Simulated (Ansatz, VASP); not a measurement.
## FeO in VASP and in Ansatz

File INCAR:

```
SYSTEM = FeO
ALGO = Normal
EDIFF = 1E-6
ENCUT = 520
GGA = PE
ISIF = 2
ISMEAR = 0
ISPIN = 2
LASPH = .TRUE.
LCHARG = .FALSE.
LMAXMIX = 4
LORBIT = 11
LREAL = .FALSE.
LWAVE = .FALSE.
MAGMOM = 3 0
NBANDS = 18
NELM = 150
PREC = Accurate
SIGMA = 0.015
```

File KPOINTS:

```
k-points
0
G
  11 11 11
  0 0 0
```

Contents of POSCAR:

```
FeO
1.0
    0.0000000000      2.1554000000      2.1554000000
    2.1554000000      0.0000000000      2.1554000000
    2.1554000000      2.1554000000      0.0000000000
Fe O
1 1
Direct
    0.0000000000      0.0000000000      0.0000000000
    0.5000000000      0.5000000000      0.5000000000
```

input.yaml

```yaml
crystal:
  lattice:
    - [0.0, 2.1554, 2.1554]
    - [2.1554, 0.0, 2.1554]
    - [2.1554, 2.1554, 0.0]
  atoms:
    - { symbol: Fe, position: [0.0, 0.0, 0.0], spin: 3.0 }
    - { symbol: O, position: [0.5, 0.5, 0.5] }
kpoints:
  mp_grid: { grid: [11, 11, 11] }
scf:
  occupations: { method: gaussian, width: 0.015 }
hamiltonian:
  xc: pbe
  pseudopotentials: { kind: all_electron, lapw: { basis_error: 0.001 } }
magnetization:
  spin_polarized: true
output:
  forces: true
  stress: true
  eigenvalues: true
```

Alike in both runs: task single point; functional PBE; k mesh 11 × 11 × 11; occupations gaussian, width 0.015 eV; collinear spin.

|  | VASP | Ansatz |
| --- | --- | --- |
| version | VASP 6.6.1 | Ansatz 0.2.0 |
| potentials or method | VASP PAW PBE potentials, release 64 (Fe, O), cutoff 520 eV | all-electron LAPW, scalar-relativistic |

Ansatz gave:

| Item | Value |
| --- | --- |
| gap on the k mesh at the Fermi level (eV) | none |
| pressure (GPa) | -0.4 |
| net moment per atom (μB) | 2.00 |
| size of the moment on the site where the two differ most (μB) | 0.32 |

Question: Which values does VASP return?

Answer: gap on the k mesh at the Fermi level (eV): none; pressure (GPa): -0.2; net moment per atom (μB): 2.00; size of the moment on the site where the two differ most (μB): 0.30.

Site moments also hang on the region over which each program counts them. A gap of «none» marks a metal or a gap that the smearing closes. Ansatz ran all-electron here, and VASP with PAW potentials.
